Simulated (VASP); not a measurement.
Here is a VASP 6.6.1 calculation.

File INCAR:

```
SYSTEM = BeAl
  PREC = Accurate
  ENCUT = 520
  EDIFF = 1E-6
  ISMEAR = 0
  SIGMA = 0.1
  LREAL = .False.
  LASPH = .True.
  NELM = 100
  ALGO = Normal
  ISIF = 2
  LWAVE = .False.
  LCHARG = .False.
  GGA = PE
  NBANDS = 10
```

KPOINTS

```
regular mesh
0
Gamma
  24 24 14
  0 0 0
```

Contents of POSCAR:

```
BeAl
1.0
    2.7158572617      0.0000000000      0.0000000000
   -1.3579286308      2.3520013817      0.0000000000
    0.0000000000      0.0000000000      4.0190678217
Be Al
1 1
Direct
    0.0000000000      0.0000000000      0.0000000000
    0.3333333333      0.6666666667      0.5000000000
```

Potentials or basis: VASP PAW PBE potentials, release 64 (Be, Al).

Command:

```console
$ cat potpaw_PBE.64/Be/POTCAR potpaw_PBE.64/Al/POTCAR > POTCAR
$ mpirun -np 1 vasp_std > vasp.out
```

Q: What does it give for the pressure?

A: 0.0 GPa.
